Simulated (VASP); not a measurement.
# Ca in VASP: single point with PBE+D3(BJ)

Aim: the single point of Ca with PBE+D3(BJ).

All numbers are computed with VASP 6.6.1; they aren't measurements. Logs are shortened: lines on timing, memory, paths and dates and some standing lists are left out, and cuts for length are marked.

## (1) The cell of the first run

The cell holds a slab with vacuum, 12 atoms: a = 7.687 Å, b = 7.687 Å, c = 22.436 Å, α = 90.00°, β = 90.00°, γ = 90.00°.

## (2) Single point, PBE+D3(BJ)

INCAR

```
SYSTEM = Ca
ALGO     = Normal         ! electronic algorithm
AMIX     = 0.1          
AMIX_MAG = 0.4          
BMIX     = 1E-4         
BMIX_MAG = 1E-4         
DIPOL    = 0.5 0.5 0.498
EDIFF    = 1E-6           ! SCF threshold, eV
ENCUT    = 450            ! plane-wave cutoff, eV
GGA      = PE             ! functional
GGA_COMPAT= .False.      
IDIPOL   = 3            
ISIF     = 2              ! what is computed and relaxed
ISMEAR   = 0              ! smearing method
IVDW     = 12             ! dispersion correction
KPAR     = 4            
LASPH    = .True.         ! aspherical terms in the spheres
LCHARG   = .False.        ! write CHGCAR
LDIPOL   = .True.       
LREAL    = .False.        ! projectors in reciprocal space
LWAVE    = .False.        ! write WAVECAR
NBANDS   = 72             ! bands
NELM     = 300            ! most SCF steps
NELMDL   = -8           
PREC     = Accurate       ! precision mode
SIGMA    = 0.1            ! smearing width, eV
```

KPOINTS

```
k-points
0
Gamma
  4 4 1
  0 0 0
```

POSCAR

```
Ca
1.0
    7.6870051148      0.0000000000      0.0000000000
    0.0000000000      7.6870051148      0.0000000000
    0.0000000000      0.0000000000     22.4355334437
Ca
12
Direct
    0.2500000000      0.2500000000      0.3788632894
    0.2500000000      0.7500000000      0.3788632894
    0.7500000000      0.2500000000      0.3788632894
    0.7500000000      0.7500000000      0.3788632894
    0.5000000000      0.5000000000      0.4983377390
    0.5000000000      0.0000000000      0.4983377390
    0.0000000000      0.5000000000      0.4983377390
    0.0000000000      0.0000000000      0.4983377390
    0.7500000000      0.7500000000      0.6178478398
    0.7500000000      0.2500000000      0.6178478398
    0.2500000000      0.7500000000      0.6178478398
    0.2500000000      0.2500000000      0.6178478398
```

Potentials or basis: VASP PAW PBE potentials, release 64 (Ca_sv).

Launch:

```
> cat potpaw_PBE.64/Ca_sv/POTCAR > POTCAR
> mpirun -np 4 vasp_std > vasp.out
```

OUTCAR:

```text
SYSTEM = Ca
   AMIX = 0.1
   AMIX_MAG = 0.4
   EDIFF = 1E-6
   ENCUT = 450
   GGA = PE
   ISIF = 2
   ISMEAR = 0
   IVDW = 12
   LASPH = .True.
   LREAL = .False.
   NELM = 300
   NELMDL = -8
   PREC = Accurate
 IVDW          = 12

 ion  position               nearest neighbor table
   1  0.250  0.250  0.379-
   2  0.250  0.750  0.379-
   3  0.750  0.250  0.379-
   4  0.750  0.750  0.379-
   5  0.500  0.500  0.498-
   6  0.500  0.000  0.498-
   7  0.000  0.500  0.498-
   8  0.000  0.000  0.498-
   9  0.750  0.750  0.618-
  10  0.750  0.250  0.618-
  11  0.250  0.750  0.618-
  12  0.250  0.250  0.618-

  LATTYP: Found a simple tetragonal cell.
 ALAT       =     7.6870051148
 C/A-ratio  =     2.9186312626

  Lattice vectors:

 A1 = (   7.6870051148,   0.0000000000,   0.0000000000)
 A2 = (   0.0000000000,   7.6870051148,   0.0000000000)
 A3 = (   0.0000000000,   0.0000000000,  22.4355334437)

Analysis of symmetry for initial positions (statically):
=====================================================================
 Subroutine PRICEL returns following result:

  LATTYP: Found a simple tetragonal cell.
 ALAT       =     3.8435025574
 C/A-ratio  =     5.8372625252

  Lattice vectors:

 A1 = (   3.8435025574,   0.0000000000,   0.0000000000)
 A2 = (   0.0000000000,   3.8435025574,   0.0000000000)
 A3 = (   0.0000000000,   0.0000000000,  22.4355334437)

   4 primitive cells build up your supercell.

 Routine SETGRP: Setting up the symmetry group for a
 simple tetragonal supercell.

 Subroutine GETGRP returns: Found  8 space group operations
 (whereof  8 operations were pure point group operations)
 out of a pool of 16 trial point group operations.

The static configuration has the point symmetry C_4v.

Analysis of symmetry for dynamics (positions and initial velocities):
=====================================================================
 Subroutine PRICEL returns following result:

  LATTYP: Found a simple tetragonal cell.
 ALAT       =     3.8435025574
 C/A-ratio  =     5.8372625252

  Lattice vectors:

 A1 = (   3.8435025574,   0.0000000000,   0.0000000000)
 A2 = (   0.0000000000,   3.8435025574,   0.0000000000)
 A3 = (   0.0000000000,   0.0000000000,  22.4355334437)

   4 primitive cells build up your supercell.

 Routine SETGRP: Setting up the symmetry group for a
 simple tetragonal supercell.

 Subroutine GETGRP returns: Found  8 space group operations
 (whereof  8 operations were pure point group operations)
 out of a pool of 16 trial point group operations.

The dynamic configuration has the point symmetry C_4v.

 Subroutine INISYM returns: Found  8 space group operations
 (whereof  8 operations are pure point group operations),
 and found     4 'primitive' translations

----------------------------------------------------------------------------------------

                                     Primitive cell

  volume of cell :     331.4292

  direct lattice vectors                    reciprocal lattice vectors
     3.843502557  0.000000000  0.000000000     0.260179351  0.000000000  0.000000000
     0.000000000  3.843502557  0.000000000     0.000000000  0.260179351  0.000000000
     0.000000000  0.000000000 22.435533444     0.000000000  0.000000000  0.044572152

  length of vectors
     3.843502557  3.843502557 22.435533444     0.260179351  0.260179351  0.044572152

  position of ions in fractional coordinates (direct lattice)
     0.500000000  0.500000000  0.378863289
     0.000000000  0.000000000  0.498337739
     0.500000000  0.500000000  0.617847840

  ion indices of the primitive-cell ions
   primitive index   ion index
                 1           1
                 2           5
                 3          12

----------------------------------------------------------------------------------------

 KPOINTS: k-points

Automatic generation of k-mesh.
 Grid dimensions read from file:
 generate k-points for:    4    4    1

 Generating k-lattice:

  Cartesian coordinates                     Fractional coordinates (reciprocal lattice)
     0.032522419  0.000000000  0.000000000     0.250000000  0.000000000  0.000000000
     0.000000000  0.032522419  0.000000000     0.000000000  0.250000000  0.000000000
     0.000000000  0.000000000  0.044572152     0.000000000  0.000000000  1.000000000

  Length of vectors
     0.032522419  0.032522419  0.044572152

  Shift w.r.t. Gamma in fractional coordinates (k-lattice)
     0.000000000  0.000000000  0.000000000

 Subroutine IBZKPT returns following result:
 ===========================================

 Found      6 irreducible k-points:

 Following reciprocal coordinates:
            Coordinates               Weight
  0.000000  0.000000  0.000000      1.000000
  0.250000  0.000000  0.000000      4.000000
  0.500000  0.000000  0.000000      2.000000
  0.250000  0.250000  0.000000      4.000000
  0.500000  0.250000  0.000000      4.000000
  0.500000  0.500000  0.000000      1.000000
   k-points           NKPTS =      6   k-points in BZ     NKDIM =      6   number of bands    NBANDS=     72
   number of dos      NEDOS =    301   number of ions     NIONS =     12
   total plane-waves  NPLWV = 466560
   dimension x,y,z NGX =    54 NGY =   54 NGZ =  160
   dimension x,y,z NGXF=   108 NGYF=  108 NGZF=  320
   ions per type =              12
   NGX,Y,Z   is equivalent  to a cutoff of  11.68, 11.68, 11.86 a.u.
   NGXF,Y,Z  is equivalent  to a cutoff of  23.36, 23.36, 23.71 a.u.
 SYSTEM =  Ca
   PREC   = accura    normal or accurate (medium, high low for compatibility)
   ISTART =      0    job   : 0-new  1-cont  2-samecut
   ICHARG =      2    charge: 1-file 2-atom 10-const
   ISPIN  =      1    spin polarized calculation?
   LNONCOLLINEAR =      F non collinear calculations
   LSORBIT =      F    spin-orbit coupling
   LASPH  =      T    aspherical Exc in radial PAW
   ENCUT  =  450.0 eV  33.07 Ry    5.75 a.u.  13.30 13.30 38.81*2*pi/ulx,y,z
   NELM   =    300;   NELMIN=  2; NELMDL= -8     # of ELM steps
   EDIFF  = 0.1E-05   stopping-criterion for ELM
   LREAL  =      F    real-space projection
   EDIFFG = 0.1E-04   stopping-criterion for IOM
   NSW    =      0    number of steps for IOM
   IBRION =     -1    ionic relax: 0-MD 1-quasi-New 2-CG
   NFREE  =      0    steps in history (QN), initial steepest desc. (CG)
   ISIF   =      2    stress and relaxation
   ISYM   =      2    0-nonsym 1-usesym 2-fastsym
   POTIM  = 0.5000    time-step for ionic-motion
   TEBEG  =    0.0;   TEEND  =   0.0 temperature during run
   PSTRESS=    0.0 pullay stress
   NELECT =     120.0000    total number of electrons
   NUPDOWN=      -1.0000    fix difference up-down
   EMIN   =  10.00;   EMAX   =-10.00  energy-range for DOS
   EFERMI =   0.00;   METHOD = LEGACY
   ISMEAR =     0;   SIGMA  =   0.10  broadening in eV -4-tet -1-fermi 0-gaus
   EFERMI_NEDOS =   21; number of points for ismear=-14 and -15
   IALGO  =     38    algorithm
   IMIX   =      4    mixing-type and parameters
     AMIX     =   0.10;   BMIX     =  0.00
     AMIX_MAG =   0.40;   BMIX_MAG =  0.00
  volume/ion in A,a.u.               =     110.48       745.53
  Fermi-wavevector in a.u.,A,eV,Ry     =   0.735052  1.389048  7.351257  0.540302
  Thomas-Fermi vector in A             =   1.828155
   LORBIT       =      0    0 simple, 1 ext, 2 COOP (PROOUT), +10 PAW based schemes
   GGA     = PE    functional components
   LHFCALC =     F    Hartree Fock is set to
   AEXX    =    0.0000 exact exchange contribution
   IVDW    =    12    specifies the selected vdW correction
   LEPSILON=     F    determine dielectric tensor
   LRPA    =     F    only Hartree local field effects (RPA)
 non-spin polarized calculation
 Gauss-broadening in eV      SIGMA  =   0.10
  energy-cutoff  :      450.00
  volume of cell :     1325.72
 maximum number of plane-waves:     28804
 NGX is ok and might be reduce to    54
   NGX = 27   NGY = 27   NGZ = 77

 dipolmoment           0.000000      0.000000      0.000119 electrons x Angstroem

 number of electron     119.9999966 magnetization

 dipolmoment           0.000000      0.000000     -0.000002 electrons x Angstroem

 Free energy of the ion-electron system (eV)
  ---------------------------------------------------
  ext. energy  EPLUGINS =         0.00000000
  ---------------------------------------------------
  free energy    TOTEN  =       -19.68512825 eV

  energy without entropy =      -19.55892794  energy(sigma->0) =      -19.62202809

 E-fermi :  -0.8519     XC(G=0):  -3.6497

 val. band max:       -0.8580099097   @ k =   0.5000   0.0000   0.0000
 cond. band min:      -0.8489321708   @ k =   0.2500   0.2500   0.0000
 fundamental gap:      0.0090777389
 Fermi energy:        -0.8518758109

 k-point     1 :       0.0000    0.0000    0.0000
  band No.  band energies     occupation
      1     -43.3179      2.00000
      2     -43.3174      2.00000
      3     -43.3123      2.00000
      4     -43.3123      2.00000
      5     -43.3118      2.00000
      6     -43.3118      2.00000
[... 64 lines left out ...]
     71      -0.1271      0.00000
     72       0.0295      0.00000

 k-point     2 :       0.2500    0.0000    0.0000
  band No.  band energies     occupation
      1     -43.3171      2.00000
      2     -43.3166      2.00000
      3     -43.3131      2.00000
      4     -43.3126      2.00000
      5     -43.3115      2.00000
      6     -43.3110      2.00000
[... 64 lines left out ...]
     71      -0.0849      0.00000
     72       0.0758      0.00000

 k-point     3 :       0.5000    0.0000    0.0000
  band No.  band energies     occupation
      1     -43.3151      2.00000
      2     -43.3151      2.00000
      3     -43.3146      2.00000
      4     -43.3146      2.00000
      5     -43.3096      2.00000
      6     -43.3096      2.00000
[... 64 lines left out ...]
     71       0.0313      0.00000
     72       0.0313      0.00000

 k-point     4 :       0.2500    0.2500    0.0000
  band No.  band energies     occupation
      1     -43.3163      2.00000
      2     -43.3158      2.00000
      3     -43.3123      2.00000
      4     -43.3123      2.00000
      5     -43.3118      2.00000
      6     -43.3118      2.00000
[... 64 lines left out ...]
     71      -0.0642      0.00000
     72      -0.0221      0.00000

 k-point     5 :       0.5000    0.2500    0.0000
  band No.  band energies     occupation
      1     -43.3143      2.00000
      2     -43.3143      2.00000
      3     -43.3138      2.00000
      4     -43.3138      2.00000
      5     -43.3104      2.00000
      6     -43.3104      2.00000
[... 64 lines left out ...]
     71       0.0774      0.00000
     72       0.0777      0.00000

 k-point     6 :       0.5000    0.5000    0.0000
  band No.  band energies     occupation
      1     -43.3124      2.00000
      2     -43.3124      2.00000
      3     -43.3124      2.00000
      4     -43.3124      2.00000
      5     -43.3118      2.00000
      6     -43.3118      2.00000
[... 64 lines left out ...]
     71      -0.0463      0.00000
     72       0.0006      0.00000

------------------------ aborting loop because EDIFF is reached ----------------------------------------

 vacuum level on the upper side and lower side of the slab       (xc-potential included)        -0.103        -0.102

 Edisp (eV)   -2.01710

 E8    (eV) :    -1.0587

  FORCE on cell =-STRESS in cart. coord.  units (eV):
  Direction    XX          YY          ZZ          XY          YZ          ZX
  --------------------------------------------------------------------------------------
  -------------------------------------------------------------------------------------
  Total      -1.50266    -1.50266    -0.00054     0.00000     0.00000     0.00000
  in kB      -1.81601    -1.81601    -0.00065     0.00000     0.00000     0.00000
  external pressure =       -1.21 kB  Pullay stress =        0.00 kB

 VOLUME and BASIS-vectors are now :
 -----------------------------------------------------------------------------
  energy-cutoff  :      450.00
  volume of cell :     1325.72
      direct lattice vectors                 reciprocal lattice vectors
     7.687005115  0.000000000  0.000000000     0.130089675  0.000000000  0.000000000
     0.000000000  7.687005115  0.000000000     0.000000000  0.130089675  0.000000000
     0.000000000  0.000000000 22.435533444     0.000000000  0.000000000  0.044572152

 POSITION                                       TOTAL-FORCE (eV/Angst)
 -----------------------------------------------------------------------------------
      1.92175      1.92175      8.50000        -0.000000      0.000000     -0.005776
      1.92175      5.76525      8.50000        -0.000000     -0.000000     -0.005776
      5.76525      1.92175      8.50000        -0.000000      0.000000     -0.005776
      5.76525      5.76525      8.50000        -0.000000     -0.000000     -0.005776
      3.84350      3.84350     11.18047        -0.000000     -0.000000      0.001102
      3.84350      0.00000     11.18047        -0.000000     -0.000000      0.001102
      0.00000      3.84350     11.18047        -0.000000      0.000000      0.001102
      0.00000      0.00000     11.18047        -0.000000      0.000000      0.001102
      5.76525      5.76525     13.86175         0.000000     -0.000000      0.004674
      5.76525      1.92175     13.86175         0.000000      0.000000      0.004674
      1.92175      5.76525     13.86175         0.000000      0.000000      0.004674
      1.92175      1.92175     13.86175        -0.000000      0.000000      0.004674
 -----------------------------------------------------------------------------------
    total drift:                                0.000000      0.000000     -0.000641

  FREE ENERGIE OF THE ION-ELECTRON SYSTEM (eV)
  ---------------------------------------------------
  free  energy   TOTEN  =       -21.7022317668 eV

  energy  without entropy=      -21.5760314559  energy(sigma->0) =      -21.63913161

 vacuum level on the upper side and lower side of the slab         1.799         1.800
```

It took 6.4 min on 4 MPI ranks of AMD EPYC 7R43 (Zen 3), shared host; peak memory 1 GiB.

Results:

```yaml
Free_energy: -21.7022 eV
Largest_force: 0.006 eV/Å
Band_gap_on_the_k_mesh: zero (bands 60 and 61 overlap by 0.07 eV)
Dispersion_energy_per_atom: -0.168 eV
```

Forces on the atoms (eV/Å):
```
Ca   0.000  0.000 -0.006
Ca   0.000  0.000 -0.006
Ca   0.000  0.000 -0.006
Ca   0.000  0.000 -0.006
Ca   0.000  0.000  0.001
Ca   0.000  0.000  0.001
Ca   0.000  0.000  0.001
Ca   0.000  0.000  0.001
Ca   0.000  0.000  0.005
Ca   0.000  0.000  0.005
Ca   0.000  0.000  0.005
Ca   0.000  0.000  0.005
```
